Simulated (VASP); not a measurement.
Runs of VASP 6.6.1 on BN. The structure is that of space group Fmm2 (No. 42), or close to it. The cells are those of the table. 

```csv
task,cell,cutoff (eV),gap on the mesh (eV),pressure (GPa)
single point,"a = 4.187, b = 2.501, c = 3.795 Å, angles 80.5, 36.1, 63.4°, 2 atoms",520,(b),-0.1
relaxation of shape and atoms at fixed volume,"relaxed from a = 3.973, b = 2.472, c = 3.568 Å, angles 80.0, 37.8, 62.2°, 2 atoms",600,4.06,1.6
relaxation of shape and atoms at fixed volume,"relaxed from a = 4.059, b = 2.475, c = 3.663 Å, angles 80.3, 36.9, 62.8°, 2 atoms",600,4.21,0.6
single point,"a = 4.100, b = 2.500, c = 3.700 Å, angles 80.3, 36.9, 62.8°, 2 atoms",520,4.34,(c)
single point,"a = 3.930, b = 2.496, c = 3.513 Å, angles 79.7, 38.7, 61.6°, 2 atoms",520,(a),2.1
single point,"a = 4.275, b = 2.502, c = 3.892 Å, angles 80.7, 35.3, 64.0°, 2 atoms",520,4.57,(d)
single point,"a = 4.015, b = 2.498, c = 3.606 Å, angles 80.0, 37.8, 62.2°, 2 atoms",520,4.22,1.1
```

Alike in all rows: level r2SCAN; potentials or basis VASP PAW PBE potentials, release 64 (B, N); no spin polarisation; k mesh 12 × 12 × 12; smearing gaussian 0.02 eV.

Q: Fill in the values left out.

A: (a) 4.07; (b) 4.46; (c) 0.4; (d) -0.4.

Caveats: the PAW data sets were made with another functional, which shifts forces and pressure a little.

A k mesh can miss the band edges.
